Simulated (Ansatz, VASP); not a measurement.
## Two plane-wave programs on Ge

File POSCAR:

```
Ge
1.0
    0.0000000000      2.8289100000      2.8289100000
    2.8289100000      0.0000000000      2.8289100000
    2.8289100000      2.8289100000      0.0000000000
Ge
2
Direct
    0.7500000000      0.7500000000      0.7500000000
    0.5000000000      0.5000000000      0.5000000000
```

Contents of INCAR.step1:

```
PREC     = Accurate       # precision mode
ENCUT    = 600            # plane-wave cutoff, eV
EDIFF    = 1E-5           # SCF threshold, eV
ISMEAR   = -1             # smearing method
SIGMA    = 0.05           # smearing width, eV
LREAL    = False          # projectors in reciprocal space
LASPH    = True           # aspherical terms in the spheres
NELM     = 100            # most SCF steps
ALGO     = Normal         # electronic algorithm
LWAVE    = True           # write WAVECAR
LCHARG   = False          # write CHGCAR
GGA      = PE             # functional
NBANDS   = 21             # bands
```

INCAR.step2

```
PREC     = Accurate       # precision mode
ENCUT    = 600            # plane-wave cutoff, eV
EDIFF    = 1E-7           # SCF threshold, eV
ISMEAR   = -1             # smearing method
SIGMA    = 0.05           # smearing width, eV
LREAL    = False          # projectors in reciprocal space
LASPH    = True           # aspherical terms in the spheres
NELM     = 100            # most SCF steps
ALGO     = Normal         # electronic algorithm
ISIF     = 3              # what is computed and relaxed
LWAVE    = False          # write WAVECAR
LCHARG   = False          # write CHGCAR
GGA      = PS             # functional
LHFCALC  = True           # exact exchange
AEXX     = 0.25           # exact-exchange fraction
PRECFOCK = Normal       
IBRION   = 2              # ionic algorithm
NSW      = 60             # ionic steps
EDIFFG   = -0.01          # ionic threshold
ISTART   = 1
```

Contents of KPOINTS:

```
Automatic mesh
0
Gamma
  4 4 4
```

File input.yaml:

```yaml
crystal:
  lattice:
    - [0.0, 2.82891, 2.82891]
    - [2.82891, 0.0, 2.82891]
    - [2.82891, 2.82891, 0.0]
  atoms:
    - { symbol: Ge, position: [0.75, 0.75, 0.75] }
    - { symbol: Ge, position: [0.5, 0.5, 0.5] }
hamiltonian:
  xc: { exchange: pbesol, correlation: pbesol, exx: { coeff: 0.25 } }
  pseudopotentials: { kind: paw }
kpoints:
  mp_grid: { grid: [4, 4, 4] }
scf:
  occupations: { method: fermi_dirac, width: 0.05 }
output:
  forces: true
  stress: true
  write_density: true
  write_potential: true
  elf: true
  volumetric_format: npy
relax:
  f_tol: 0.01
  max_steps: 40
  cell: { stress_tol: 0.05 }
```

Alike in both runs: task relaxation of cell and atoms; functional PBEsol-based global hybrid with a share of 0.25 of exact exchange; k mesh 4 × 4 × 4; occupations fermi-dirac, width 0.05 eV; no spin polarisation.

```csv
,VASP,Ansatz
version,VASP 6.6.1,Ansatz 0.2.0
potentials or method,"VASP PAW PBE potentials, release 64 (Ge_d)",Ansatz PAW
plane-wave cutoff (eV),600,420
valence electrons in the cell,28,28
```

```tsv
	VASP	Ansatz	Ansatz less VASP
gap on the k mesh at the Fermi level, each at its own relaxed structure (eV)	1.59	1.51	-0.075
relaxed volume (Å³/atom)	22.27	22.31	+0.035
relaxed length of the cell vector where the two differ most in proportion (Å)	3.979	3.981	+0.0021
```

VASP's potentials were made for PBE, not for PBEsol-based global hybrid.

The k mesh is coarse, so the values compare programs but aren't converged. Noted on Ansatz's run: the plane-wave basis is chosen anew once the cell has moved, so the energies of steps on either side of that aren't comparable.
